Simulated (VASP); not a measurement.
A run of VASP 6.6.1 is set up as follows.

Contents of INCAR:

```
SYSTEM = InP
PREC = Accurate
ENCUT = 500
EDIFF = 1E-6
ISMEAR = 0
SIGMA = 0.01
LREAL = .FALSE.
LASPH = .TRUE.
NELM = 120
ALGO = Normal
ISIF = 2
LWAVE = .FALSE.
LCHARG = .FALSE.
GGA = PE
NBANDS = 16
GGA_COMPAT = .FALSE.
```

Contents of KPOINTS:

```
Automatic mesh
0
G
  2 2 2
  0 0 0
```

The input POSCAR:

```
InP
1.0
    0.0000000000      2.9305000000      2.9305000000
    2.9305000000      0.0000000000      2.9305000000
    2.9305000000      2.9305000000      0.0000000000
In P
1 1
Direct
    0.0000000000      0.0000000000      0.0000000000
    0.7500000000      0.7500000000      0.7500000000
```

Potentials or basis: VASP PAW PBE potentials, release 64 (In_d, P).

The run is started by

```sh
$ cat potpaw_PBE.64/In_d/POTCAR potpaw_PBE.64/P/POTCAR > POTCAR
$ mpirun -np 1 vasp_std > vasp.out
```

(1) Estimate the pressure.

(2) Predict the band gap on the k mesh.

Answers

(1) 7.3 GPa.

(2) 0.61 eV.

Caveat: the k points lie up to 0.93 Å⁻¹ apart; spin-orbit coupling is left out, which moves the levels of the heavy elements.
